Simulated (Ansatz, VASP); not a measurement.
Two plane-wave programs on ScAl3N4

```
Al Sc N
1.0
     6.51250    0.01581    0.00000
    -3.24256    5.64789    0.00000
     0.00000    0.00000    5.05272
Al Sc N
6 2 8
Direct
  0.16458 0.82915 0.99921
  0.33542 0.67085 0.49921
  0.67085 0.33542 0.99921
  0.82915 0.16458 0.49921
  0.66502 0.83498 0.99533
  0.83498 0.66502 0.49533
  0.16138 0.33862 0.99009
  0.33862 0.16138 0.49009
  0.15875 0.34125 0.41325
  0.34125 0.15875 0.91325
  0.15474 0.80959 0.37577
  0.34526 0.69041 0.87577
  0.69041 0.34526 0.37577
  0.80959 0.15474 0.87577
  0.66748 0.83252 0.37937
  0.83252 0.66748 0.87937
```

Alike in both runs: functional PBE; k mesh 4 × 4 × 5; no spin polarisation.

Ansatz relaxed the structure, and its values are those at the end. VASP's run is a single point on that final structure, the one shown.

```csv
,VASP,Ansatz
version,VASP 6.6.1,Ansatz 0.2.0
potentials or method,"VASP PAW PBE potentials, release 64 (Al, Sc_sv, N)","scalar-relativistic, plane waves, PAW"
plane-wave cutoff (eV),520,420
occupations,"gaussian, width 0.01 eV",fixed
valence electrons in the cell,80,80
```

```tsv
	VASP	Ansatz	Ansatz less VASP
gap on the k mesh at the Fermi level (eV)	3.62	3.62	-0.007
least direct gap on the mesh (eV)	3.62	3.62	-0.007
pressure (GPa)	-1.7	-1.8	-0.07
rms of the force components (eV/Å)	0.023	0.000	-0.0231
```

Ansatz's warnings: stress scf threshold loose.
